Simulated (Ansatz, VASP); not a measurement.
**Two plane-wave programs on Nb**

INCAR

```
SYSTEM = Nb
PREC = Accurate
ENCUT = 520
EDIFF = 1E-6
ISMEAR = 0
SIGMA = 0.1
LREAL = .False.
LASPH = .True.
NELM = 100
ALGO = Fast
ISIF = 2
LWAVE = .False.
LCHARG = .False.
GGA = PE
NBANDS = 12
```

File KPOINTS:

```
Automatic mesh
0
Gamma
  18 18 18
  0 0 0
```

POSCAR

```
Nb
1.0
   -1.5864946956      1.5864946956      1.5864946956
    1.5864946956     -1.5864946956      1.5864946956
    1.5864946956      1.5864946956     -1.5864946956
Nb
1
Direct
    0.0000000000      0.0000000000      0.0000000000
```

Input for Ansatz:

```yaml
crystal:
  lattice:
    - [-1.5864946956, 1.5864946956, 1.5864946956]
    - [1.5864946956, -1.5864946956, 1.5864946956]
    - [1.5864946956, 1.5864946956, -1.5864946956]
  atoms:
    - { symbol: Nb, position: [0.0, 0.0, 0.0] }
basis:
  ecutwfc: 420
kpoints:
  mp_grid: { grid: [18, 18, 18] }
hamiltonian:
  xc: pbe
scf:
  occupations: { method: gaussian, width: 0.1 }
output:
  forces: true
  stress: true
  eigenvalues: true
```

Alike in both runs: task single point; functional PBE; k mesh 18 × 18 × 18; occupations gaussian, width 0.1 eV; no spin polarisation.

|  | VASP | Ansatz |
| --- | --- | --- |
| version | VASP 6.6.1 | Ansatz 0.2.0 |
| potentials or method | VASP PAW PBE potentials, release 64 (Nb_sv), cutoff 520 eV | scalar-relativistic, plane waves, PAW |
| valence electrons in the cell | 13 | 13 |

```tsv
	VASP	Ansatz	Ansatz less VASP
gap on the k mesh at the Fermi level (eV)	none	none	-
pressure (GPa)	26.5	26.9	+0.38
```

A gap of «none» marks a metal or a gap that the smearing closes. With one functional, cell and mesh, what is left measures potentials, basis and numerics.
